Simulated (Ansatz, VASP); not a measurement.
# Mo in VASP and in Ansatz

Contents of INCAR:

```
  PREC = Accurate
  ENCUT = 520
  EDIFF = 1E-7
  ISMEAR = 0
  SIGMA = 0.15
  LREAL = F
  LASPH = T
  NELM = 60
  ALGO = Fast
  ISIF = 2
  LWAVE = F
  LCHARG = T
  GGA = PE
  LELF = T
  LVHAR = T
  NBANDS = 13
```

Contents of KPOINTS:

```
Automatic mesh
0
Gamma
  22 22 22
```

The input POSCAR:

```
Mo
1.0
   -1.5238700000      1.5238700000      1.5474350000
    1.5238700000     -1.5238700000      1.5474350000
    1.5238700000      1.5238700000     -1.5474350000
Mo
1
Direct
    0.0000000000      0.0000000000      0.0000000000
```

Input for Ansatz:

```yaml
crystal:
  lattice:
    - [-1.52387, 1.52387, 1.547435]
    - [1.52387, -1.52387, 1.547435]
    - [1.52387, 1.52387, -1.547435]
  atoms:
    - { symbol: Mo, position: [0.0, 0.0, 0.0] }
basis:
  ecutwfc: 420
kpoints:
  mp_grid: { grid: [22, 22, 22] }
hamiltonian:
  xc: pbe
scf:
  occupations: { method: gaussian, width: 0.15 }
output:
  forces: true
  stress: true
  eigenvalues: true
```

Change from the starting cell: strain -0.030 along x and y, -0.015 along z, atoms carried along.

Alike in both runs: task single point; functional PBE; k mesh 22 × 22 × 22; occupations gaussian, width 0.15 eV; no spin polarisation.

|  | VASP | Ansatz |
| --- | --- | --- |
| version | VASP 6.6.1 | Ansatz 0.2.0 |
| potentials or method | VASP PAW PBE potentials, release 64 (Mo_sv), cutoff 520 eV | scalar-relativistic, plane waves, PAW |
| valence electrons in the cell | 14 | 14 |

|  | VASP | Ansatz | Ansatz less VASP |
| --- | --- | --- | --- |
| gap on the k mesh at the Fermi level (eV) | none | none | - |
| pressure (GPa) | 30.4 | 29.6 | -0.79 |
| traceless stress, the component that is largest in VASP (GPa) | -3.79 | -3.79 | 0.000 |

A gap of «none» marks a metal or a gap that the smearing closes. Both programs put the cell under a high pressure, so it lies far from rest at this level.
